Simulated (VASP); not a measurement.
# CuO (Tenorite): single point with RPBE

CuO (Tenorite):

```
CELL_PARAMETERS angstrom
2.31296 -1.69024 0.00000
2.31296 1.69024 0.00000
-0.84892 0.00000 4.99106
ATOMIC_POSITIONS crystal
Cu 0.49680 0.00320 0.50000
Cu 0.00320 0.49680 0.00000
O 0.40560 0.57140 0.75370
O 0.57140 0.40560 0.25370
```

```
Program                : VASP 6.6.1
Task                   : single point
Functional             : RPBE
Potentials or basis    : VASP PAW PBE potentials, release 64 (Cu_sv_GW, O)
Cutoff                 : 700 eV
k mesh                 : 10 × 10 × 5
Occupations            : fermi-dirac, width 0.05 eV
Spin                   : no spin polarisation
Dipole correction      : no
Second run             : valence_matched
Further INCAR settings : ALGO = Normal; EDIFF = 1e-06; NBANDS = 33
```

* Pressure: 16.8 GPa
* Largest force: 0.922 eV/Å
* Band gap on the k mesh: zero (band 25 reaches 6.72 eV, above the bottom of band 26 at 6.13 eV)

Forces in eV/Å, atoms in the order of the input:
```
Cu  -0.751 -0.442  0.301
Cu  -0.751  0.442  0.301
O    0.751 -0.098 -0.301
O    0.751  0.098 -0.301
```

Stress tensor (GPa, compression positive):
```
17.23  0.00 -3.40
 0.00 15.03  0.00
-3.40  0.00 18.18
```

Levels at points of the mesh, in eV from the Fermi level:
| k point | band 21 | band 22 | band 23 | band 24 | band 25 | band 26 | band 27 | band 28 | band 29 | band 30 |
| --- | --- | --- | --- | --- | --- | --- | --- | --- | --- | --- |
| (0.00, 0.00, 0.00) | -2.47 | -2.35 | -2.26 | -1.74 | 0.21 | 0.95 | 1.84 | 6.09 | 8.41 | 13.55 |
| (0.50, 0.00, 0.00) | -2.16 | -1.70 | -1.60 | -1.49 | -0.03 | 0.29 | 4.90 | 6.48 | 7.13 | 11.35 |
| (0.50, 0.50, 0.00) | -2.26 | -2.24 | -1.70 | -1.29 | -0.70 | 1.11 | 3.26 | 7.23 | 8.63 | 10.34 |

Run time: 5.9 min on 1 thread of Intel(R) Xeon(R) Platinum 8259CL CPU @ 2.50GHz (Skylake/Cascade Lake), with other jobs on the host, peak memory 0.39 GiB.

Caveat: the PAW data sets were made with another functional, which shifts forces and pressure a little; semilocal functionals often make such compounds metallic where correlation or magnetic order opens a gap, which also shifts bond lengths. With open d or f shells a metallic result of RPBE can be an artefact of self-interaction; +U or a hybrid may open a gap.
